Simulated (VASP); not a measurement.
A run of VASP 6.6.1:

Contents of INCAR:

```
SYSTEM = ZnS
ALGO     = Normal         ! electronic algorithm
EDIFF    = 1E-7           ! SCF threshold, eV
ENCUT    = 520            ! plane-wave cutoff, eV
GGA      = PS             ! functional
ISIF     = 2              ! what is computed and relaxed
ISMEAR   = 0              ! smearing method
ISYM     = 0            
LASPH    = .TRUE.         ! aspherical terms in the spheres
LCHARG   = .TRUE.         ! write CHGCAR
LELF     = .TRUE.         ! ELF
LREAL    = .FALSE.        ! projectors in reciprocal space
LVHAR    = .TRUE.       
LWAVE    = .FALSE.        ! write WAVECAR
NBANDS   = 16             ! bands
NELM     = 80             ! most SCF steps
PREC     = Accurate       ! precision mode
SIGMA    = 0.02           ! smearing width, eV
```

File KPOINTS:

```
k-points
0
G
  9 9 11
  0 0 0
```

File POSCAR:

```
ZnS
1.0
    3.7412330530      0.0000000000      0.0000000000
   -1.8706165265      3.2400028654      0.0000000000
    1.8706165265     -1.0800009551      3.1386676984
Zn S
1 1
Direct
    0.0000000000      0.0000000000      0.0000000000
    0.7500000000      0.2500000000      0.7500000000
```

Potentials or basis: VASP PAW PBE potentials, release 64 (Zn, S).

Run with:

```sh
$ cat potpaw_PBE.64/Zn/POTCAR potpaw_PBE.64/S/POTCAR > POTCAR
$ mpirun -np 1 vasp_std > vasp.out
```

Hardware: 1 thread of Intel(R) Xeon(R) 6975P-C (Granite Rapids), on a shared host.

**Question.** Estimate the wall time of this run.

**Answer.** Run time: 92 s on 1 thread of Intel(R) Xeon(R) 6975P-C (Granite Rapids), with other jobs on the host, peak memory 0.36 GiB. Counts: scf iterations 13, k points 446.
